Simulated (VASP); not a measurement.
Input of a VASP 6.6.1 run:

The input INCAR:

```
SYSTEM = SrTiO3
PREC     = Accurate       ! precision mode
ENCUT    = 520            ! plane-wave cutoff, eV
EDIFF    = 1E-7           ! SCF threshold, eV
ISMEAR   = 0              ! smearing method
SIGMA    = 0.05           ! smearing width, eV
LREAL    = .FALSE.        ! projectors in reciprocal space
LASPH    = .TRUE.         ! aspherical terms in the spheres
NELM     = 60             ! most SCF steps
ALGO     = Normal         ! electronic algorithm
ISIF     = 2              ! what is computed and relaxed
LWAVE    = .FALSE.        ! write WAVECAR
LCHARG   = .FALSE.        ! write CHGCAR
GGA      = PE             ! functional
NBANDS   = 28             ! bands
```

Contents of KPOINTS:

```
Automatic mesh
0
G
  8 8 8
  0 0 0
```

The input POSCAR:

```
SrTiO3
1.0
    3.9576658974     -0.0098608369     -0.1312764845
   -0.0098608369      3.9784155759      0.1649388838
   -0.1312764845      0.1649388838      4.0850188115
Sr Ti O
1 1 3
Direct
    0.0085109303      0.0262214775     -0.0143007962
    0.5039548632      0.5077336725      0.5044455634
   -0.0153805520      0.4741103599      0.5014062908
    0.4960351667      0.0024253413      0.5161806343
    0.5068795918      0.4895091488     -0.0077316923
```

Potentials or basis: VASP PAW PBE potentials, release 64 (Sr_sv, Ti_sv, O).

The run is started by

```console
$ cat potpaw_PBE.64/Sr_sv/POTCAR potpaw_PBE.64/Ti_sv/POTCAR potpaw_PBE.64/O/POTCAR > POTCAR
$ mpirun -np 1 vasp_std > vasp.out
```

Q: Predict the pressure.

A: -5.5 GPa.

Q: What does it give for the band gap on the k mesh?

A: 1.54 eV, indirect (least direct gap 1.76 eV).

Q: What does it give for the largest force?

A: 0.819 eV/Å.

Stress tensor (GPa, compression positive):
```
-3.57  0.53  6.28
 0.53 -4.58 -8.69
 6.28 -8.69 -8.26
```

Caveat: the cell differs from its parent crystal (atoms moved at random and the cell strained at random). A k mesh can miss the band edges.
